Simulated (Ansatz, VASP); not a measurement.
**One calculation of C, two programs**

```
C
1.0
     0.00000    1.80123    1.78340
     1.80123    0.00000    1.78340
     1.80123    1.80123    0.00000
C
2
Cartesian
  1.8012 1.8012 1.7834
  2.7019 2.7019 2.6751
```

Change from the starting cell: equal xx and yy strain of +1 %.

Alike in both runs: task single point; functional LDA; k mesh 16 × 16 × 16; occupations fermi-dirac, width 0.03 eV; no spin polarisation.

|  | VASP | Ansatz |
| --- | --- | --- |
| version | VASP 6.6.1 | Ansatz 0.2.0 |
| potentials or method | VASP PAW LDA potentials, release 64 (C), cutoff 600 eV | all-electron LAPW, scalar-relativistic |

```csv
,VASP,Ansatz,Ansatz less VASP
gap on the k mesh at the Fermi level (eV),3.80,3.80,+0.005
pressure (GPa),-20.5,-21.0,-0.56
"traceless stress, the component that is largest in VASP (GPa)",5.95,5.96,+0.009
```

LDA's correlation is that of Perdew and Zunger in VASP and of Perdew and Wang (1992) in Ansatz. Ansatz ran all-electron here, and VASP with PAW potentials.
